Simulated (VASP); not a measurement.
# Cu (I4/mmm) in VASP: notebook

Cu is run at these levels: PBEsol; tasks: single point.

Program: VASP 6.6.1. These are calculated values, not measurements. Logs are shortened: lines on timing, memory, paths and dates and some standing lists are left out, and cuts for length are marked.

**1. The cell of the first run**

Symmetry: I4/mmm, No. 139, tetragonal system. Conventional cell: a = 2.956 Å, b = 2.956 Å, c = 2.819 Å, α = 90.00°, β = 90.00°, γ = 90.00°. Cu (site symmetry 4/mmm) has 14 Cu at 2.52 to 2.96 Å within 3.3 Å.

**2. Single point, PBEsol**

File INCAR:

```
SYSTEM = Cu
ALGO = Normal
EDIFF = 1E-7
ENCUT = 520
GGA = PS
ISIF = 2
ISMEAR = -1
LASPH = .TRUE.
LCHARG = .FALSE.
LREAL = .FALSE.
LWAVE = .FALSE.
NBANDS = 12
NELM = 100
PREC = Accurate
SIGMA = 0.05
```

File KPOINTS:

```
k-points
0
G
  14 14 14
  0 0 0
```

File POSCAR:

```
Cu
1.0
   -1.4779968711      1.4779968711      1.4096571112
    1.4779968711     -1.4779968711      1.4096571112
    1.4779968711      1.4779968711     -1.4096571112
Cu
1
Direct
    0.0000000000      0.0000000000      0.0000000000
```

Potentials or basis: VASP PAW PBE potentials, release 64 (Cu).

Launch:

```bash
cat potpaw_PBE.64/Cu/POTCAR > POTCAR
mpirun -np 1 vasp_std > vasp.out
```

OUTCAR:

```text
SYSTEM = Cu
   EDIFF = 1E-7
   ENCUT = 520
   GGA = PS
   ISIF = 2
   ISMEAR = -1
   LASPH = .TRUE.
   LREAL = .FALSE.
   NELM = 100
   PREC = Accurate

 ion  position               nearest neighbor table
   1  0.000  0.000  0.000-

  LATTYP: Found a body centered tetragonal cell.
 ALAT       =     2.9559937422
 C/A-ratio  =     0.9537619049

  Lattice vectors:

 A1 = (  -1.4779968711,   1.4779968711,   1.4096571112)
 A2 = (   1.4779968711,  -1.4779968711,   1.4096571112)
 A3 = (   1.4779968711,   1.4779968711,  -1.4096571112)

Analysis of symmetry for initial positions (statically):
=====================================================================
 Subroutine PRICEL returns:
 Original cell was already a primitive cell.

 Routine SETGRP: Setting up the symmetry group for a
 body centered tetragonal supercell.

 Subroutine GETGRP returns: Found 16 space group operations
 (whereof 16 operations were pure point group operations)
 out of a pool of 16 trial point group operations.

The static configuration has the point symmetry D_4h.

Analysis of symmetry for dynamics (positions and initial velocities):
=====================================================================
 Subroutine PRICEL returns:
 Original cell was already a primitive cell.

 Routine SETGRP: Setting up the symmetry group for a
 body centered tetragonal supercell.

 Subroutine GETGRP returns: Found 16 space group operations
 (whereof 16 operations were pure point group operations)
 out of a pool of 16 trial point group operations.

The dynamic configuration has the point symmetry D_4h.

 Subroutine INISYM returns: Found 16 space group operations
 (whereof 16 operations are pure point group operations),
 and found     1 'primitive' translations

----------------------------------------------------------------------------------------

                                     Primitive cell

  volume of cell :      12.3174

  direct lattice vectors                    reciprocal lattice vectors
    -1.477996871  1.477996871  1.409657111     0.000000000  0.338295709  0.354696185
     1.477996871 -1.477996871  1.409657111     0.338295709  0.000000000  0.354696185
     1.477996871  1.477996871 -1.409657111     0.338295709  0.338295709  0.000000000

  length of vectors
     2.521127262  2.521127262  2.521127262     0.490156476  0.490156476  0.478422380

  position of ions in fractional coordinates (direct lattice)
     0.000000000  0.000000000  0.000000000

  ion indices of the primitive-cell ions
   primitive index   ion index
                 1           1

----------------------------------------------------------------------------------------

 KPOINTS: k-points

Automatic generation of k-mesh.
 Grid dimensions read from file:
 generate k-points for:   14   14   14

 Generating k-lattice:

  Cartesian coordinates                     Fractional coordinates (reciprocal lattice)
     0.000000000  0.024163979  0.025335442     0.071428571  0.000000000  0.000000000
     0.024163979  0.000000000  0.025335442     0.000000000  0.071428571  0.000000000
     0.024163979  0.024163979  0.000000000     0.000000000  0.000000000  0.071428571

  Length of vectors
     0.035011177  0.035011177  0.034173027

  Shift w.r.t. Gamma in fractional coordinates (k-lattice)
     0.000000000  0.000000000  0.000000000

 Subroutine IBZKPT returns following result:
 ===========================================

 Found    244 irreducible k-points:

 Following reciprocal coordinates:
            Coordinates               Weight
  0.000000  0.000000  0.000000      1.000000
  0.071429  0.000000 -0.000000      8.000000
  0.142857 -0.000000  0.000000      8.000000
  0.214286 -0.000000  0.000000      8.000000
  0.285714 -0.000000  0.000000      8.000000
  0.357143 -0.000000  0.000000      8.000000
[... 16 lines left out ...]
  0.214286  0.142857  0.000000     16.000000
  0.285714  0.142857 -0.000000     16.000000
 [... further k-points ...]
   k-points           NKPTS =    244   k-points in BZ     NKDIM =    244   number of bands    NBANDS=     12
   number of dos      NEDOS =    301   number of ions     NIONS =      1
   total plane-waves  NPLWV =   8000
   dimension x,y,z NGX =    20 NGY =   20 NGZ =   20
   dimension x,y,z NGXF=    40 NGYF=   40 NGZF=   40
   ions per type =               1
   NGX,Y,Z   is equivalent  to a cutoff of  13.19, 13.19, 13.19 a.u.
   NGXF,Y,Z  is equivalent  to a cutoff of  26.38, 26.38, 26.38 a.u.
 SYSTEM =  Cu
   PREC   = accura    normal or accurate (medium, high low for compatibility)
   ISTART =      0    job   : 0-new  1-cont  2-samecut
   ICHARG =      2    charge: 1-file 2-atom 10-const
   ISPIN  =      1    spin polarized calculation?
   LNONCOLLINEAR =      F non collinear calculations
   LSORBIT =      F    spin-orbit coupling
   LASPH  =      T    aspherical Exc in radial PAW
   ENCUT  =  520.0 eV  38.22 Ry    6.18 a.u.   4.69  4.69  4.69*2*pi/ulx,y,z
   NELM   =    100;   NELMIN=  2; NELMDL= -5     # of ELM steps
   EDIFF  = 0.1E-06   stopping-criterion for ELM
   LREAL  =      F    real-space projection
   EDIFFG = 0.1E-05   stopping-criterion for IOM
   NSW    =      0    number of steps for IOM
   IBRION =     -1    ionic relax: 0-MD 1-quasi-New 2-CG
   NFREE  =      0    steps in history (QN), initial steepest desc. (CG)
   ISIF   =      2    stress and relaxation
   ISYM   =      2    0-nonsym 1-usesym 2-fastsym
   POTIM  = 0.5000    time-step for ionic-motion
   TEBEG  =    0.0;   TEEND  =   0.0 temperature during run
   PSTRESS=    0.0 pullay stress
   NELECT =      11.0000    total number of electrons
   NUPDOWN=      -1.0000    fix difference up-down
   EMIN   =  10.00;   EMAX   =-10.00  energy-range for DOS
   EFERMI =   0.00;   METHOD = LEGACY
   ISMEAR =    -1;   SIGMA  =   0.05  broadening in eV -4-tet -1-fermi 0-gaus
   EFERMI_NEDOS =   21; number of points for ismear=-14 and -15
   IALGO  =     38    algorithm
   IMIX   =      4    mixing-type and parameters
     AMIX     =   0.40;   BMIX     =  1.00
     AMIX_MAG =   1.60;   BMIX_MAG =  1.00
  volume/ion in A,a.u.               =      12.32        83.12
  Fermi-wavevector in a.u.,A,eV,Ry     =   1.576518  2.979187 33.816036  2.485409
  Thomas-Fermi vector in A             =   2.677339
   LORBIT       =      0    0 simple, 1 ext, 2 COOP (PROOUT), +10 PAW based schemes
   GGA     = PS    functional components
   LHFCALC =     F    Hartree Fock is set to
   AEXX    =    0.0000 exact exchange contribution
   IVDW    =     0    specifies the selected vdW correction
   LEPSILON=     F    determine dielectric tensor
   LRPA    =     F    only Hartree local field effects (RPA)
 non-spin polarized calculation
  energy-cutoff  :      520.00
  volume of cell :       12.32
 maximum number of plane-waves:       346
   NGX =  9   NGY =  9   NGZ =  9

 number of electron      11.0000003 magnetization

 Free energy of the ion-electron system (eV)
  ---------------------------------------------------
  ext. energy  EPLUGINS =         0.00000000
  ---------------------------------------------------
  free energy    TOTEN  =        -4.23484502 eV

  energy without entropy =       -4.23021168  energy(sigma->0) =       -4.23252835

 E-fermi :   6.8805     XC(G=0): -12.6661

 val. band max:        6.8608509191   @ k =   0.2143   0.1429   0.1429
 cond. band min:       6.8830885867   @ k =   0.5000   0.1429   0.0714
 fundamental gap:      0.0222376676
 Fermi energy:         6.8804607849

 k-point     1 :       0.0000    0.0000    0.0000
  band No.  band energies     occupation
      1      -2.1740      2.00000
      2       3.8008      2.00000
      3       3.9758      2.00000
      4       3.9758      2.00000
      5       4.7680      2.00000
      6       4.9570      2.00000
      7      31.0209      0.00000
      8      31.0209      0.00000
      9      32.2542      0.00000
     10      34.1638      0.00000
     11      34.1638      0.00000
     12      34.7111      0.00000

 k-point     2 :       0.0714    0.0000   -0.0000
  band No.  band energies     occupation
      1      -1.9801      2.00000
      2       3.8073      2.00000
      3       3.9711      2.00000
      4       4.0044      2.00000
      5       4.7683      2.00000
      6       4.9311      2.00000
      7      29.6598      0.00000
      8      30.4290      0.00000
      9      30.7308      0.00000
     10      32.3499      0.00000
     11      32.9152      0.00000
     12      33.6989      0.00000

 k-point     3 :       0.1429   -0.0000    0.0000
  band No.  band energies     occupation
      1      -1.4090      2.00000
      2       3.7392      2.00000
      3       3.9454      2.00000
      4       4.1762      2.00000
      5       4.7664      2.00000
      6       4.8867      2.00000
      7      26.0337      0.00000
      8      28.8409      0.00000
      9      29.2027      0.00000
     10      30.3404      0.00000
     11      31.8282      0.00000
     12      34.0840      0.00000

 k-point     4 :       0.2143   -0.0000    0.0000
  band No.  band energies     occupation
      1      -0.5037      2.00000
      2       3.6027      2.00000
      3       3.8954      2.00000
      4       4.4787      2.00000
      5       4.7673      2.00000
      6       4.8809      2.00000
      7      22.2156      0.00000
      8      27.0983      0.00000
      9      27.5627      0.00000
     10      29.0369      0.00000
     11      31.0376      0.00000
     12      35.1337      0.00000

 k-point     5 :       0.2857   -0.0000    0.0000
  band No.  band energies     occupation
      1       0.6114      2.00000
      2       3.4469      2.00000
      3       3.9297      2.00000
      4       4.7914      2.00000
      5       4.8438      2.00000
      6       4.9174      2.00000
      7      18.5928      0.00000
      8      25.6334      0.00000
      9      25.9150      0.00000
     10      28.2486      0.00000
     11      30.5271      0.00000
     12      36.5769      0.00000
[... 228 lines left out ...]
      1      -1.9894      2.00000
      2       3.8039      2.00000
      3       3.9460      2.00000
      4       4.0438      2.00000
      5       4.7347      2.00000
      6       4.9535      2.00000
      7      28.6105      0.00000
      8      30.9109      0.00000
      9      31.7465      0.00000
     10      32.8221      0.00000
     11      33.0557      0.00000
     12      33.1730      0.00000

 k-point    22 :       0.1429    0.1429    0.0000
  band No.  band energies     occupation
      1       0.0463      2.00000
      2       3.6045      2.00000
      3       3.7146      2.00000
      4       4.7160      2.00000
      5       4.7331      2.00000
      6       4.9601      2.00000
      7      22.2499      0.00000
      8      22.6973      0.00000
      9      26.1533      0.00000
     10      30.8916      0.00000
     11      32.7832      0.00000
     12      34.5459      0.00000

 k-point    23 :       0.2143    0.1429    0.0000
  band No.  band energies     occupation
      1       1.1115      2.00000
      2       3.4847      2.00000
      3       3.6476      2.00000
      4       4.7025      2.00000
      5       5.0280      2.00000
      6       5.2419      2.00000
      7      18.8575      0.00000
      8      21.0846      0.00000
      9      24.9125      0.00000
     10      30.4444      0.00000
     11      33.2074      0.00000
     12      35.1493      0.00000

 k-point    24 :       0.2857    0.1429   -0.0000
  band No.  band energies     occupation
      1       1.9930      2.00000
      2       3.3435      2.00000
      3       3.8514      2.00000
      4       4.7475      2.00000
      5       5.1055      2.00000
      6       5.9566      2.00000
      7      15.5657      0.00000
      8      19.9933      0.00000
      9      23.9939      0.00000
     10      29.9431      0.00000
     11      33.8785      0.00000
     12      35.3781      0.00000

 [... further k-points ...]

------------------------ aborting loop because EDIFF is reached ----------------------------------------

  FORCE on cell =-STRESS in cart. coord.  units (eV):
  Direction    XX          YY          ZZ          XY          YZ          ZX
  --------------------------------------------------------------------------------------
  -------------------------------------------------------------------------------------
  Total       -0.7752597     -0.7752597     -0.8227707      0.0000000     -0.0000000     -0.0000000
  in kB     -100.8410275   -100.8410275   -107.0209759      0.0000000     -0.0000000     -0.0000000
  external PRESSURE =    -102.9010103 kB  Pullay stress =       0.0000000 kB

 VOLUME and BASIS-vectors are now :
 -----------------------------------------------------------------------------
  energy-cutoff  :      520.00
  volume of cell :       12.32
      direct lattice vectors                 reciprocal lattice vectors
    -1.477996871  1.477996871  1.409657111     0.000000000  0.338295709  0.354696185
     1.477996871 -1.477996871  1.409657111     0.338295709  0.000000000  0.354696185
     1.477996871  1.477996871 -1.409657111     0.338295709  0.338295709  0.000000000

 POSITION                                       TOTAL-FORCE (eV/Angst)
 -----------------------------------------------------------------------------------
      0.00000      0.00000      0.00000        -0.000000      0.000000     -0.000000
 -----------------------------------------------------------------------------------
    total drift:                                0.000000     -0.000000      0.000000

  FREE ENERGIE OF THE ION-ELECTRON SYSTEM (eV)
  ---------------------------------------------------
  free  energy   TOTEN  =        -4.2348450156 eV

  energy  without entropy=       -4.2302116756  energy(sigma->0) =       -4.23252835
```

Run time: 31 s. Hardware: 1 thread of Intel Xeon Platinum 8488C (Sapphire Rapids), shared host; peak memory 0.15 GiB.

Results:

```
Free energy            : -4.2348 eV
Pressure               : -10.3 GPa
Band gap on the k mesh : zero (an odd number of electrons rules out a gap without spin polarisation)
```

Levels at points of the mesh, in eV from the Fermi level:
| k point | band 4 | band 5 | band 6 | band 7 | band 8 | band 9 |
| --- | --- | --- | --- | --- | --- | --- |
| (0.00, 0.00, 0.00) | -2.90 | -2.11 | -1.92 | 24.14 | 24.14 | 25.37 |
| (0.50, 0.00, 0.00) | -1.84 | -1.33 | -0.38 | 4.29 | 16.57 | 16.74 |
| (0.50, 0.50, 0.00) | -1.96 | -1.35 | -0.73 | 3.79 | 17.91 | 17.98 |
| (0.50, 0.50, 0.50) | -1.50 | -1.46 | 7.41 | 7.41 | 9.16 | 12.84 |

Caveat: the cell stands under tension; the PAW data sets were made with another functional, which shifts forces and pressure a little.

**3. Single point, PBEsol**

This run uses another cell than the first one, of 12.60 Å³/atom.

File INCAR:

```
PREC     = Accurate       # precision mode
ENCUT    = 520            # plane-wave cutoff, eV
EDIFF    = 1E-6           # SCF threshold, eV
ISMEAR   = -1             # smearing method
SIGMA    = 0.05           # smearing width, eV
LREAL    = False          # projectors in reciprocal space
LASPH    = True           # aspherical terms in the spheres
NELM     = 100            # most SCF steps
ALGO     = Normal         # electronic algorithm
ISIF     = 2              # what is computed and relaxed
LWAVE    = False          # write WAVECAR
LCHARG   = True           # write CHGCAR
GGA      = PS             # functional
LELF     = True           # ELF
LVHAR    = True         
NBANDS   = 12             # bands
```

File KPOINTS:

```
Automatic mesh
0
Gamma
  14 14 14
```

File POSCAR:

```
Cu
1.0
   -1.4893665246      1.4893665246      1.4205010536
    1.4893665246     -1.4893665246      1.4205010536
    1.4893665246      1.4893665246     -1.4205010536
Cu
1
Direct
    0.0000000000      0.0000000000      0.0000000000
```

Potentials or basis: VASP PAW PBE potentials, release 64 (Cu).

Launch:

```bash
cat potpaw_PBE.64/Cu/POTCAR > POTCAR
mpirun -np 1 vasp_std > vasp.out
```

OUTCAR:

```text
PREC = Accurate
   ENCUT = 520
   EDIFF = 1E-6
   ISMEAR = -1
   LREAL = False
   LASPH = True
   NELM = 100
   ISIF = 2
   GGA = PS

 ion  position               nearest neighbor table
   1  0.000  0.000  0.000-

  LATTYP: Found a body centered tetragonal cell.
 ALAT       =     2.9787330492
 C/A-ratio  =     0.9537619049

  Lattice vectors:

 A1 = (  -1.4893665246,   1.4893665246,   1.4205010536)
[... 536 lines left out ...]
      9      23.4757      0.00000
     10      29.3849      0.00000
     11      33.2290      0.00000
     12      34.6972      0.00000

 [... further k-points ...]

------------------------ aborting loop because EDIFF is reached ----------------------------------------

  FORCE on cell =-STRESS in cart. coord.  units (eV):
  Direction    XX          YY          ZZ          XY          YZ          ZX
  --------------------------------------------------------------------------------------
  -------------------------------------------------------------------------------------
  Total       -0.9751700     -0.9751700     -1.0261269      0.0000000      0.0000000      0.0000000
  in kB     -123.9613175   -123.9613175   -130.4388340      0.0000000      0.0000000      0.0000000
  external PRESSURE =    -126.1204897 kB  Pullay stress =       0.0000000 kB

 VOLUME and BASIS-vectors are now :
 -----------------------------------------------------------------------------
  energy-cutoff  :      520.00
  volume of cell :       12.60
      direct lattice vectors                 reciprocal lattice vectors
    -1.489366525  1.489366525  1.420501054     0.000000000  0.335713199  0.351988475
     1.489366525 -1.489366525  1.420501054     0.335713199  0.000000000  0.351988475
     1.489366525  1.489366525 -1.420501054     0.335713199  0.335713199  0.000000000

 POSITION                                       TOTAL-FORCE (eV/Angst)
 -----------------------------------------------------------------------------------
      0.00000      0.00000      0.00000         0.000000      0.000000      0.000000
 -----------------------------------------------------------------------------------
    total drift:                                0.000000     -0.000000      0.000000

  FREE ENERGIE OF THE ION-ELECTRON SYSTEM (eV)
  ---------------------------------------------------
  free  energy   TOTEN  =        -4.2144994027 eV

  energy  without entropy=       -4.2096996700  energy(sigma->0) =       -4.21209954
```

OSZICAR:

```text
N       E                     dE             d eps       ncg     rms          rms(c)
DAV:   1     0.430741779088E+02    0.43074E+02   -0.54013E+03  6344   0.149E+03
DAV:   2    -0.388936207920E+01   -0.46964E+02   -0.43221E+02  6024   0.201E+02
DAV:   3    -0.525512641634E+01   -0.13658E+01   -0.13579E+01  6848   0.400E+01
DAV:   4    -0.526358321715E+01   -0.84568E-02   -0.84555E-02  6616   0.280E+00
DAV:   5    -0.526366904790E+01   -0.85831E-04   -0.85831E-04  6776   0.286E-01    0.821E+00
DAV:   6    -0.473524634061E+01    0.52842E+00   -0.18008E+01  6796   0.793E+01    0.476E+00
DAV:   7    -0.422659441458E+01    0.50865E+00   -0.29942E+00  6868   0.325E+01    0.526E-01
DAV:   8    -0.421636245559E+01    0.10232E-01   -0.62963E-03  7116   0.133E+00    0.323E-01
DAV:   9    -0.421449987192E+01    0.18626E-02   -0.11190E-02  6976   0.177E+00    0.332E-02
DAV:  10    -0.421449819041E+01    0.16815E-05   -0.69607E-05  8864   0.145E-01    0.681E-03
DAV:  11    -0.421449946955E+01   -0.12791E-05   -0.52828E-07  4804   0.139E-02    0.915E-04
DAV:  12    -0.421449940268E+01    0.66869E-07   -0.11270E-07  3340   0.449E-03
   1 F= -.42144994E+01 E0= -.42120995E+01  d E =-.479973E-02
```

Wall time 30 s (1 thread of Intel Xeon Platinum 8488C (Sapphire Rapids), shared host); peak memory 0.15 GiB.

Results:

* Free energy: -4.2145 eV
* Pressure: -12.6 GPa
* Band gap on the k mesh: zero (an odd number of electrons rules out a gap without spin polarisation)

Levels at points of the mesh, in eV from the Fermi level:
```tsv
k point	band 2	band 3	band 4	band 5	band 6	band 7	band 8	band 9	band 10	band 11
(0.00, 0.00, 0.00)	-3.00	-2.84	-2.84	-2.07	-1.89	23.91	23.91	25.14	26.80	26.80
(0.50, 0.00, 0.00)	-3.60	-2.00	-1.81	-1.31	-0.32	4.17	16.31	16.56	20.21	22.81
(0.50, 0.50, 0.00)	-3.40	-2.14	-1.92	-1.33	-0.66	3.68	17.62	17.78	21.31	23.88
(0.50, 0.50, 0.50)	-4.25	-1.48	-1.48	-1.44	7.33	7.33	9.05	12.68	13.11	15.21
```

Caveat: the cell stands under tension; the PAW data sets were made with another functional, which shifts forces and pressure a little.

The gap in the log of VASP goes by the Fermi energy; the results here count the filled bands.